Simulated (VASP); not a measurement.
CdSe: relaxation of cell and atoms with PBEsol

CdSe:

```
Cd Se
1.0
     0.00000    3.09862    3.09862
     3.09862    0.00000    3.09862
     3.09862    3.09862    0.00000
Cd Se
1 1
Direct
  0.00000 0.00000 0.00000
  0.75000 0.75000 0.75000
```

- Program: VASP 6.6.1
- Task: relaxation of cell and atoms
- Functional: PBEsol
- Potentials or basis: VASP PAW PBE potentials, release 64 (Cd, Se)
- Cutoff: 600 eV
- k mesh: 6 × 6 × 6
- Occupations: fermi-dirac, width 0.02 eV
- Spin: no spin polarisation
- Dipole correction: no
- Further INCAR settings: ALGO = Normal; EDIFF = 1e-06; IBRION = 2; EDIFFG = -0.005; NSW = 80; ISIF = 3

```
Relaxed volume                         : 28.28 Å³/atom
Relaxed cell                           : a = 4.308 Å, b = 4.308 Å, c = 4.308 Å, α = 60.00°, β = 60.00°, γ = 60.00°
Space group after relaxing (to 0.05 Å) : F-43m (No. 216)
Energy gained by relaxing              : 11.3 meV/atom
Ionic steps                            : 3
Pressure after relaxing                : 0.0 GPa
Band gap on the k mesh                 : 0.47 eV, direct
```

The path:
```tsv
step	energy change (eV)	largest force (eV/Å)	pressure (GPa)	volume (Å³)
1	0.0000	0.0000	-2.34	59.50
2	-0.0211	0.0000	0.69	55.84
3	-0.0226	0.0000	-0.01	56.55
```

Final structure:
```cif
data_structure
_symmetry_space_group_name_H-M 'P 1'
_symmetry_Int_Tables_number 1
_cell_length_a 4.3085
_cell_length_b 4.3085
_cell_length_c 4.3085
_cell_angle_alpha 60.000
_cell_angle_beta 60.000
_cell_angle_gamma 60.000
_cell_volume 56.55
loop_
_atom_site_label
_atom_site_type_symbol
_atom_site_fract_x
_atom_site_fract_y
_atom_site_fract_z
_atom_site_occupancy
Cd1 Cd 0.00000 0.00000 0.00000 1
Se1 Se 0.75000 0.75000 0.75000 1
```

Levels at points of the mesh, in eV from the valence-band top:
```
           k point  band 6  band 7  band 8  band 9  band 10  band 11  band 12  band 13
(0.00, 0.00, 0.00)   -7.52    0.00    0.00    0.00     0.47     5.85     5.85     5.85
(0.50, 0.00, 0.00)   -7.24   -4.42   -0.75   -0.75     2.28     6.36     6.36     7.27
(0.50, 0.50, 0.00)   -7.17   -4.11   -1.86   -1.86     3.01     3.67     8.95    10.09
```

It took 35 s on 1 thread of Intel(R) Xeon(R) Platinum 8488C (Sapphire Rapids), with other jobs on the host, peak memory 0.22 GiB.

Caveat: the PAW data sets were made with another functional, which shifts forces and pressure a little. Expect the measured gap to be larger: semilocal functionals such as PBEsol lack the derivative discontinuity.
